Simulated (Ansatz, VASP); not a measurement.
# CuAu3: VASP beside Ansatz

```xyz
4
Lattice="3.9533 0.0000 0.0000 0.0000 3.9533 0.0000 0.0000 0.0000 3.9533" Properties=species:S:1:pos:R:3 pbc="T T T"
Cu    0.0000    0.0000    0.0000
Au    0.0000    1.9766    1.9766
Au    1.9766    0.0000    1.9766
Au    1.9766    1.9766    0.0000
```

Change from the starting cell: volume scaled by 0.98, PAW files.

Alike in both runs: task electric field gradients; functional LDA; k mesh 9 × 9 × 9; occupations fermi-dirac, width 0.05 eV; no spin polarisation.

|  | VASP | Ansatz |
| --- | --- | --- |
| version | VASP 6.6.1 | Ansatz 0.2.0 |
| potentials or method | VASP PAW LDA potentials, release 64 (Cu, Au) | PAW with Ansatz's default frozen-core files, scalar-relativistic |
| plane-wave cutoff (eV) | 520 | 420 |
| valence electrons in the cell | 44 | 76 |

|  | VASP | Ansatz | Ansatz less VASP |
| --- | --- | --- | --- |
| pressure (GPa) | -1.7 | -2.2 | -0.54 |
| size of Vzz on the site where it differs most (V/Å²) | 79.5 | 49.2 | -30.31 |

LDA's correlation is that of Perdew and Zunger in VASP and of Perdew and Wang (1992) in Ansatz. VASP's potentials hold 44 valence electrons a cell and Ansatz's 76, so a difference there can come from the potentials and not from the codes.

Neither program's run includes spin-orbit coupling.
